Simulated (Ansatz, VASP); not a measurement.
## One calculation of Zn, two programs

Contents of INCAR:

```
SYSTEM = Zn
PREC = Accurate
ENCUT = 520
EDIFF = 1E-7
ISMEAR = -1
SIGMA = 0.08
LREAL = .False.
LASPH = .True.
NELM = 60
ALGO = Normal
ISIF = 2
LWAVE = .False.
LCHARG = .False.
GGA = PE
NBANDS = 12
```

File KPOINTS:

```
regular mesh
0
Gamma
  17 17 17
  0 0 0
```

The input POSCAR:

```
Zn
1.0
    1.9374271523      0.0000000000      0.0000000000
    0.0000000000      1.9374271523      0.0000000000
    0.0000000000      0.0000000000      1.9374271523
Zn
1
Direct
    0.0000000000      0.0000000000      0.0000000000
```

Input for Ansatz:

```yaml
crystal:
  lattice:
    - [1.9374271523, 0.0, 0.0]
    - [0.0, 1.9374271523, 0.0]
    - [0.0, 0.0, 1.9374271523]
  atoms:
    - { symbol: Zn, position: [0.0, 0.0, 0.0] }
kpoints:
  mp_grid: { grid: [17, 17, 17] }
  band_path:
    path:
      - [0.0, 0.0, 0.0]
      - [0.0, 0.5, 0.0]
      - [0.5, 0.5, 0.0]
      - [0.0, 0.0, 0.0]
      - [0.5, 0.5, 0.5]
      - [0.0, 0.5, 0.0]
      - [0.5, 0.5, 0.5]
      - [0.5, 0.5, 0.0]
    npoints: 8
scf:
  occupations: { method: fermi_dirac, width: 0.08 }
hamiltonian:
  xc: pbe
  pseudopotentials: { kind: all_electron, lapw: { basis_error: 0.001 } }
output:
  forces: true
  stress: true
  eigenvalues: true
  populations: true
  dos: { projected: true, de: 0.2, e_range: [-14, 8] }
```

Change from the starting cell: volume scaled by 0.4, LAPW.

Alike in both runs: task single point; functional PBE; k mesh 17 × 17 × 17; occupations fermi-dirac, width 0.08 eV; no spin polarisation.

|  | VASP | Ansatz |
| --- | --- | --- |
| version | VASP 6.6.1 | Ansatz 0.2.0 |
| potentials or method | VASP PAW PBE potentials, release 64 (Zn), cutoff 520 eV | all-electron LAPW, scalar-relativistic |

Ansatz gave:

| Item | Value |
| --- | --- |
| pressure (GPa) | 427.8 |

Question: What did VASP give for the same quantities?

Answer: Pressure (GPa): 437.1.

Both programs put the cell under a high pressure, so it lies far from rest at this level. Ansatz ran all-electron here, and VASP with PAW potentials.

Noted on VASP's run: the cell as given lies far from equilibrium.
